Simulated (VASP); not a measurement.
# Si41H16Cl4 in VASP: a series of runs

Runs on Si41H16Cl4. Level: PBE. Tasks: single point.

All numbers are computed with VASP 6.6.1; they aren't measurements. Logs are shortened: lines on timing, memory, paths and dates and some standing lists are left out, and cuts for length are marked.

## 1. The cell of the first run

The cell holds a slab with vacuum, 61 atoms: a = 7.679 Å, b = 15.358 Å, c = 21.256 Å, α = 90.00°, β = 90.00°, γ = 90.00°.

## 2. Single point, PBE

Input file INCAR:

```
PREC = Accurate
ENCUT = 520
EDIFF = 1E-6
ISMEAR = -1
SIGMA = 0.02
LREAL = Auto
LASPH = True
NELM = 60
ALGO = Normal
ISIF = 2
LWAVE = False
LCHARG = False
GGA = PE
NBANDS = 140
```

Input file KPOINTS:

```
regular mesh
0
Gamma
  1 1 1
```

Input file POSCAR:

```
Si41H16Cl4
1.0
    7.6791800000      0.0000000000      0.0000000000
    0.0000000000     15.3583590000      0.0000000000
    0.0000000000      0.0000000000     21.2555000000
H Si Cl
16 41 4
Direct
    0.4093926695      0.0000000000      0.0470466468
    0.0906086327      0.0000000000      0.0470466468
    0.9093939718      0.0000000000      0.0470466468
    0.5906099349      0.0000000000      0.0470466468
    0.4093926695      0.2500006674      0.0470466468
    0.0906086327      0.2500006674      0.0470466468
    0.9093939718      0.2500006674      0.0470466468
    0.5906099349      0.2500006674      0.0470466468
    0.4093926695      0.5000013348      0.0470466468
    0.0906086327      0.5000013348      0.0470466468
    0.9093939718      0.5000013348      0.0470466468
    0.5906099349      0.5000013348      0.0470466468
    0.4093926695      0.7500020022      0.0470466468
    0.0906086327      0.7500020022      0.0470466468
    0.9093939718      0.7500020022      0.0470466468
    0.5906099349      0.7500020022      0.0470466468
    0.2500006511      0.0000000000      0.0877655195
    0.7500019533      0.0000000000      0.0877655195
    0.2500006511      0.2500006674      0.0877655195
    0.7500019533      0.2500006674      0.0877655195
    0.2500006511      0.5000013348      0.0877655195
    0.7500019533      0.5000013348      0.0877655195
    0.2500006511      0.7500020022      0.0877655195
    0.7500019533      0.7500020022      0.0877655195
    0.2496620733      0.1251240448      0.1484509892
    0.7513562646      0.1247398892      0.1484651031
    0.2499615844      0.3774231349      0.1590176660
    0.7501582200      0.3777161349      0.1588530028
    0.2495058066      0.6259653131      0.1479522947
    0.7506009756      0.6251449129      0.1485497871
    0.2500006511      0.8771314696      0.1590741220
    0.7500670645      0.8769166029      0.1589282774
    0.0009115557      0.1275006008      0.2062713180
    0.5032568582      0.1279759120      0.2076309661
   -0.0002083556      0.3775794015      0.2231328362
    0.5004180134      0.3772278015      0.2233351368
    0.0006511112      0.6294943360      0.2068499918
    0.4978265909      0.6282311802      0.2082708005
   -0.0002604445      0.8780820920      0.2234903907
    0.5005873023      0.8779648920      0.2234809814
    0.0014064002      0.0100466463      0.2748512150
    0.4980349464      0.0099880462      0.2751005622
   -0.0020314669      0.2453126665      0.2705323328
    0.5023713469      0.2480733782      0.2752369975
   -0.0045317339      0.5127696260      0.2709980946
    0.5054055251      0.5082053363      0.2755569147
   -0.0004948445      0.7492922909      0.2781209569
    0.5005873023      0.7495852910      0.2786666980
    0.2496230066      0.0367031400      0.3342664252
    0.7502233311      0.0381746513      0.3313824657
    0.2451433617      0.1797652991      0.2947190139
    0.7488690199      0.1808526549      0.2979181859
    0.2544282072      0.5496811215      0.3200395192
    0.7507963090      0.5411320311      0.3321775540
    0.2500136733      0.6902365025      0.3044529651
    0.7503535534      0.6853922349      0.3042083226
    0.0735234752      0.3275415036      0.4022911717
   -0.1580767738      0.2840342513      0.3705252758
    0.2854341219      0.2552811795      0.3736021265
    0.1113921018      0.4480231254      0.3699513067
    0.0825999651      0.3257704811      0.4948225165
```

Potentials or basis: VASP PAW PBE potentials, release 64 (H, Si, Cl).

The run is started by

```
> cat potpaw_PBE.64/H/POTCAR potpaw_PBE.64/Si/POTCAR potpaw_PBE.64/Cl/POTCAR > POTCAR
> mpirun -np 1 vasp_gam > vasp.out
```

OUTCAR:

```text
PREC = Accurate
   ENCUT = 520
   EDIFF = 1E-6
   ISMEAR = -1
   LREAL = Auto
   LASPH = True
   NELM = 60
   ISIF = 2
   GGA = PE

 ion  position               nearest neighbor table
   1  0.409  0.000  0.047-  17 1.50
   2  0.091  0.000  0.047-  17 1.50
   3  0.909  0.000  0.047-  18 1.50
   4  0.591  0.000  0.047-  18 1.50
   5  0.409  0.250  0.047-  19 1.50
   6  0.091  0.250  0.047-  19 1.50
[... 8 lines left out ...]
  15  0.909  0.750  0.047-  24 1.50
  16  0.591  0.750  0.047-  24 1.50
  17  0.250  0.000  0.088-   1 1.50   2 1.50  25 2.31  31 2.42
  18  0.750  0.000  0.088-   4 1.50   3 1.50  26 2.31  32 2.42
  19  0.250  0.250  0.088-   5 1.50   6 1.50  25 2.31  27 2.47
  20  0.750  0.250  0.088-   8 1.50   7 1.50  26 2.32  28 2.48
  21  0.250  0.500  0.088-   9 1.50  10 1.50  29 2.32  27 2.42
  22  0.750  0.500  0.088-  12 1.50  11 1.50  30 2.32  28 2.41
[... 22 lines left out ...]
  45  0.995  0.513  0.271-  37 2.25  35 2.31  53 2.32  54 2.33  60 2.49
  46  0.505  0.508  0.276-  53 2.24  54 2.29  36 2.30  38 2.33
  47  1.000  0.749  0.278-  55 2.20  56 2.22  39 2.29  37 2.38
  48  0.501  0.750  0.279-  55 2.20  56 2.22  40 2.29  38 2.39
  49  0.250  0.037  0.334-  42 2.32  41 2.32  51 2.35
  50  0.750  0.038  0.331-  52 2.30  41 2.31  42 2.32
  51  0.245  0.180  0.295-  59 2.06  43 2.21  44 2.27  49 2.35  33 2.77  34 2.83
  52  0.749  0.181  0.298-  44 2.21  43 2.23  50 2.30  58 2.32  34 2.81  33 2.87
  53  0.254  0.550  0.320-  60 2.18  55 2.18  46 2.24  45 2.32
  54  0.751  0.541  0.332-  46 2.29  56 2.29  45 2.33
  55  0.250  0.690  0.304-  53 2.18  48 2.20  47 2.20  38 2.95  37 2.97
  56  0.750  0.685  0.304-  47 2.22  48 2.22  54 2.29  38 2.95  37 2.95
  57  0.074  0.328  0.402-  61 1.97  60 2.00  58 2.02  59 2.06  43 3.13
  58  0.842  0.284  0.371-  57 2.02  52 2.32  43 2.51
  59  0.285  0.255  0.374-  57 2.06  51 2.06  44 2.68
  60  0.111  0.448  0.370-  57 2.00  53 2.18  45 2.49
  61  0.083  0.326  0.495-  57 1.97

  LATTYP: Found a simple orthorhombic cell.
 ALAT       =     7.6791800000
 B/A-ratio  =     1.9999998698
 C/A-ratio  =     2.7679387643

  Lattice vectors:

 A1 = (   7.6791800000,   0.0000000000,   0.0000000000)
 A2 = (   0.0000000000,  15.3583590000,   0.0000000000)
 A3 = (   0.0000000000,   0.0000000000,  21.2555000000)

Analysis of symmetry for initial positions (statically):
=====================================================================
 Subroutine PRICEL returns:
 Original cell was already a primitive cell.

 Routine SETGRP: Setting up the symmetry group for a
 simple orthorhombic supercell.

 Subroutine GETGRP returns: Found  1 space group operations
 (whereof  1 operations were pure point group operations)
 out of a pool of  8 trial point group operations.

The static configuration has the point symmetry C_1 .

Analysis of symmetry for dynamics (positions and initial velocities):
=====================================================================
 Subroutine PRICEL returns:
 Original cell was already a primitive cell.

 Routine SETGRP: Setting up the symmetry group for a
 simple orthorhombic supercell.

 Subroutine GETGRP returns: Found  1 space group operations
 (whereof  1 operations were pure point group operations)
 out of a pool of  8 trial point group operations.

The dynamic configuration has the point symmetry C_1 .

 Subroutine INISYM returns: Found  1 space group operations
 (whereof  1 operations are pure point group operations),
 and found     1 'primitive' translations

----------------------------------------------------------------------------------------

                                     Primitive cell

  volume of cell :    2506.8652

  direct lattice vectors                    reciprocal lattice vectors
     7.679180000  0.000000000  0.000000000     0.130222237  0.000000000  0.000000000
     0.000000000 15.358359000  0.000000000     0.000000000  0.065111123  0.000000000
     0.000000000  0.000000000 21.255500000     0.000000000  0.000000000  0.047046647

  length of vectors
     7.679180000 15.358359000 21.255500000     0.130222237  0.065111123  0.047046647

  position of ions in fractional coordinates (direct lattice)
     0.409392670  0.000000000  0.047046647
     0.090608633  0.000000000  0.047046647
     0.909393972  0.000000000  0.047046647
     0.590609935  0.000000000  0.047046647
     0.409392670  0.250000667  0.047046647
     0.090608633  0.250000667  0.047046647
[... 53 lines left out ...]
     0.111392102  0.448023125  0.369951307
     0.082599965  0.325770481  0.494822517

  ion indices of the primitive-cell ions
   primitive index   ion index
                 1           1
                 2           2
                 3           3
                 4           4
                 5           5
                 6           6
[... 53 lines left out ...]
                60          60
                61          61

----------------------------------------------------------------------------------------

 KPOINTS: regular mesh

Automatic generation of k-mesh.
 Grid dimensions read from file:
 generate k-points for:    1    1    1

 Generating k-lattice:

  Cartesian coordinates                     Fractional coordinates (reciprocal lattice)
     0.130222237  0.000000000  0.000000000     1.000000000  0.000000000  0.000000000
     0.000000000  0.065111123  0.000000000     0.000000000  1.000000000  0.000000000
     0.000000000  0.000000000  0.047046647     0.000000000  0.000000000  1.000000000

  Length of vectors
     0.130222237  0.065111123  0.047046647

  Shift w.r.t. Gamma in fractional coordinates (k-lattice)
     0.000000000  0.000000000  0.000000000

 Subroutine IBZKPT returns following result:
 ===========================================

 Found      1 irreducible k-points:

 Following reciprocal coordinates:
            Coordinates               Weight
  0.000000  0.000000  0.000000      1.000000
   k-points           NKPTS =      1   k-points in BZ     NKDIM =      1   number of bands    NBANDS=    140
   number of dos      NEDOS =    301   number of ions     NIONS =     61
   total plane-waves  NPLWV = ******
   dimension x,y,z NGX =    60 NGY =  120 NGZ =  160
   dimension x,y,z NGXF=   120 NGYF=  240 NGZF=  320
   ions per type =              16  41   4
   NGX,Y,Z   is equivalent  to a cutoff of  12.99, 12.99, 12.51 a.u.
   NGXF,Y,Z  is equivalent  to a cutoff of  25.98, 25.98, 25.03 a.u.
 SYSTEM =  unknown system
   PREC   = accura    normal or accurate (medium, high low for compatibility)
   ISTART =      0    job   : 0-new  1-cont  2-samecut
   ICHARG =      2    charge: 1-file 2-atom 10-const
   ISPIN  =      1    spin polarized calculation?
   LNONCOLLINEAR =      F non collinear calculations
   LSORBIT =      F    spin-orbit coupling
   LASPH  =      T    aspherical Exc in radial PAW
   ENCUT  =  520.0 eV  38.22 Ry    6.18 a.u.  14.28 28.56 39.52*2*pi/ulx,y,z
   NELM   =     60;   NELMIN=  2; NELMDL= -5     # of ELM steps
   EDIFF  = 0.1E-05   stopping-criterion for ELM
   LREAL  =      T    real-space projection
   EDIFFG = 0.1E-04   stopping-criterion for IOM
   NSW    =      0    number of steps for IOM
   IBRION =     -1    ionic relax: 0-MD 1-quasi-New 2-CG
   NFREE  =      0    steps in history (QN), initial steepest desc. (CG)
   ISIF   =      2    stress and relaxation
   ISYM   =      2    0-nonsym 1-usesym 2-fastsym
   POTIM  = 0.5000    time-step for ionic-motion
   TEBEG  =    0.0;   TEEND  =   0.0 temperature during run
   PSTRESS=    0.0 pullay stress
   NELECT =     208.0000    total number of electrons
   NUPDOWN=      -1.0000    fix difference up-down
   EMIN   =  10.00;   EMAX   =-10.00  energy-range for DOS
   EFERMI =   0.00;   METHOD = LEGACY
   ISMEAR =    -1;   SIGMA  =   0.02  broadening in eV -4-tet -1-fermi 0-gaus
   EFERMI_NEDOS =   21; number of points for ismear=-14 and -15
   IALGO  =     38    algorithm
   IMIX   =      4    mixing-type and parameters
     AMIX     =   0.40;   BMIX     =  1.00
     AMIX_MAG =   1.60;   BMIX_MAG =  1.00
  volume/ion in A,a.u.               =      41.10       277.33
  Fermi-wavevector in a.u.,A,eV,Ry     =   0.714034  1.349329  6.936858  0.509845
  Thomas-Fermi vector in A             =   1.801828
   LORBIT       =      0    0 simple, 1 ext, 2 COOP (PROOUT), +10 PAW based schemes
   GGA     = PE    functional components
   LHFCALC =     F    Hartree Fock is set to
   AEXX    =    0.0000 exact exchange contribution
   IVDW    =     0    specifies the selected vdW correction
   LEPSILON=     F    determine dielectric tensor
   LRPA    =     F    only Hartree local field effects (RPA)
 non-spin polarized calculation
  energy-cutoff  :      520.00
  volume of cell :     2506.87
 maximum number of plane-waves:     33790
 NGX is ok and might be reduce to    60
   NGX = 29   NGY = 57   NGZ = 79

 number of electron     208.0000009 magnetization

 Free energy of the ion-electron system (eV)
  ---------------------------------------------------
  ext. energy  EPLUGINS =         0.00000000
  ---------------------------------------------------
  free energy    TOTEN  =      -261.04937882 eV

  energy without entropy =     -261.04937773  energy(sigma->0) =     -261.04937827

 E-fermi :  -0.6314     XC(G=0):  -4.1692

 val. band max:       -0.9096566061   @ k =   0.0000   0.0000   0.0000
 cond. band min:      -0.3531747079   @ k =   0.0000   0.0000   0.0000
 fundamental gap:      0.5564818982
 Fermi energy:        -0.6314027950

 k-point     1 :       0.0000    0.0000    0.0000
  band No.  band energies     occupation
      1     -20.3678      2.00000
      2     -19.5965      2.00000
      3     -19.4074      2.00000
      4     -18.3201      2.00000
      5     -13.0614      2.00000
      6     -12.6355      2.00000
[... 108 lines left out ...]
    115       1.2583      0.00000
    116       1.3014      0.00000
 [bands above 116 left out]

------------------------ aborting loop because EDIFF is reached ----------------------------------------

  FORCE on cell =-STRESS in cart. coord.  units (eV):
  Direction    XX          YY          ZZ          XY          YZ          ZX
  --------------------------------------------------------------------------------------
  -------------------------------------------------------------------------------------
  Total      118.9028176     28.7643367     29.3361661     -0.3004932     -3.4576261     -2.0707958
  in kB       75.9926764     18.3837438     18.7492090     -0.1920499     -2.2098237     -1.3234784
  external PRESSURE =      37.7085431 kB  Pullay stress =       0.0000000 kB

 VOLUME and BASIS-vectors are now :
 -----------------------------------------------------------------------------
  energy-cutoff  :      520.00
  volume of cell :     2506.87
      direct lattice vectors                 reciprocal lattice vectors
     7.679180000  0.000000000  0.000000000     0.130222237  0.000000000  0.000000000
     0.000000000 15.358359000  0.000000000     0.000000000  0.065111123  0.000000000
     0.000000000  0.000000000 21.255500000     0.000000000  0.000000000  0.047046647

 POSITION                                       TOTAL-FORCE (eV/Angst)
 -----------------------------------------------------------------------------------
      3.14380      0.00000      1.00000        -0.918223     -0.171824      0.084951
      0.69580      0.00000      1.00000         0.938378     -0.078259      0.160203
      6.98340      0.00000      1.00000        -0.962517     -0.153845      0.107289
      4.53540      0.00000      1.00000         0.907688     -0.156495      0.102040
      3.14380      3.83960      1.00000        -1.004315      0.106312      0.128745
      0.69580      3.83960      1.00000         1.000720      0.136386      0.113370
[... 53 lines left out ...]
      0.85540      6.88090      7.86350        -0.208527     -1.164974      2.338424
      0.63430      5.00330     10.51770        -0.022850     -0.107753      1.966567
 -----------------------------------------------------------------------------------
    total drift:                                0.004177      0.006788     -0.002715

  FREE ENERGIE OF THE ION-ELECTRON SYSTEM (eV)
  ---------------------------------------------------
  free  energy   TOTEN  =      -261.0493788168 eV

  energy  without entropy=     -261.0493777326  energy(sigma->0) =     -261.04937827
```

Wall time 16 min (1 thread of Intel Xeon 6975P-C (Granite Rapids), shared host); peak memory 1.8 GiB.

What came out:

| Property | Result |
| --- | --- |
| Free energy | -261.0494 eV |
| Largest force | 4.611 eV/Å |

Forces on the atoms (eV/Å):
```
H   -0.918 -0.172  0.085
H    0.938 -0.078  0.160
H   -0.963 -0.154  0.107
H    0.908 -0.156  0.102
H   -1.004  0.106  0.129
H    1.001  0.136  0.113
H   -1.007  0.137  0.124
H    1.003  0.140  0.109
H   -0.937 -0.100  0.144
H    0.928 -0.104  0.152
H   -0.940 -0.090  0.120
H    0.939 -0.080  0.135
H   -0.961  0.160  0.088
H    0.993  0.138  0.110
H   -0.995  0.082  0.130
H    0.970  0.121  0.095
Si   0.179 -0.300  0.173
Si   0.030 -0.297  0.083
Si  -0.029  0.626  0.241
Si  -0.029  0.544  0.241
Si   0.022 -0.239  0.199
Si  -0.002 -0.298  0.169
Si   0.029  0.673  0.015
Si  -0.075  0.646  0.172
Si   0.276 -0.009  0.071
Si   0.014 -0.072 -0.118
Si   0.032 -0.448 -0.811
Si   0.024 -0.392 -0.848
Si   0.034  0.275  0.000
Si  -0.114  0.290  0.146
Si   0.017 -0.455 -0.793
Si   0.005 -0.437 -0.827
Si  -0.019 -0.302 -0.826
Si   0.208  0.035 -0.317
Si   0.016  0.340 -1.280
Si  -0.027  0.172 -1.099
Si  -0.021  0.784 -0.489
Si  -0.072  0.206  0.039
Si  -0.029  0.136 -0.957
Si   0.052  0.150 -0.934
Si  -0.044 -0.049  0.524
Si   0.007 -0.063  0.581
Si  -0.060 -0.616 -2.078
Si   0.007 -0.429 -0.964
Si  -0.446  0.622 -0.277
Si   0.436  0.094  0.323
Si  -0.169  0.149 -0.243
Si   0.174  0.209 -0.167
Si  -0.051  0.546 -0.330
Si   0.004  0.313 -0.127
Si   0.001 -2.292 -1.941
Si  -0.217 -1.866 -0.848
Si   0.572  1.676 -1.649
Si   0.051  0.377  0.136
Si   0.045 -0.104  0.047
Si  -0.029 -1.032  0.178
Si   0.208 -1.006  1.339
Cl  -1.785  1.395  2.860
Cl   1.054  1.636  4.180
Cl  -0.209 -1.165  2.338
Cl  -0.023 -0.108  1.967
```

Caveat: the k points lie up to 0.82 Å⁻¹ apart, too coarse for converged energies, forces and pressures; there is no dipole correction, which matters where the two faces differ.

(Continued in part 2 of 3.)
